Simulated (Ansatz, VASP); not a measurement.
## Two plane-wave programs on Sr

File INCAR:

```
SYSTEM = Sr
PREC = Accurate
ENCUT = 600
EDIFF = 1E-6
ISMEAR = -1
SIGMA = 0.05
LREAL = .False.
LASPH = .True.
NELM = 100
ALGO = Normal
ISIF = 3
LWAVE = .False.
LCHARG = .False.
GGA = PE
IBRION = 2
NSW = 100
EDIFFG = -0.01
```

Contents of KPOINTS:

```
Automatic mesh
0
Gamma
  6 6 3
  0 0 0
```

Contents of POSCAR:

```
Sr
1.0
    4.3100000000      0.0000000000      0.0000000000
   -2.1550000000      3.7325694903      0.0000000000
    0.0000000000      0.0000000000      7.0500000000
Sr
2
Direct
    0.2921278633      0.5712051867      0.2596349600
    0.6127858667      0.3221728833      0.7867426600
```

Input for Ansatz:

```yaml
crystal:
  lattice:
    - [4.31, 0.0, 0.0]
    - [-2.155, 3.7325694903, 0.0]
    - [0.0, 0.0, 7.05]
  atoms:
    - { symbol: Sr, position: [0.2921278633, 0.5712051867, 0.25963496] }
    - { symbol: Sr, position: [0.6127858667, 0.3221728833, 0.78674266] }
kpoints:
  mp_grid: { grid: [6, 6, 3] }
scf:
  occupations: { method: fermi_dirac, width: 0.05 }
hamiltonian:
  xc: pbe
  pseudopotentials: { kind: paw }
output:
  forces: true
  stress: true
  efg: { contact_densities: true }
relax:
  f_tol: 0.01
  max_steps: 80
  cell: {}
```

Alike in both runs: task relaxation of cell and atoms; functional PBE; k mesh 6 × 6 × 3; occupations fermi-dirac, width 0.05 eV; no spin polarisation.

|  | VASP | Ansatz |
| --- | --- | --- |
| version | VASP 6.6.1 | Ansatz 0.2.0 |
| potentials or method | VASP PAW PBE potentials, release 64 (Sr_sv) | PAW with Ansatz's default frozen-core files, scalar-relativistic |
| plane-wave cutoff (eV) | 600 | 420 |
| valence electrons in the cell | 20 | 20 |

Ansatz gave:

* relaxed volume (Å³/atom): 55.62
* relaxed cell length with the largest relative difference (Å): 4.294

What did VASP give for the same quantities?

Relaxed volume (Å³/atom): 55.45; relaxed cell length with the largest relative difference (Å): 4.375.
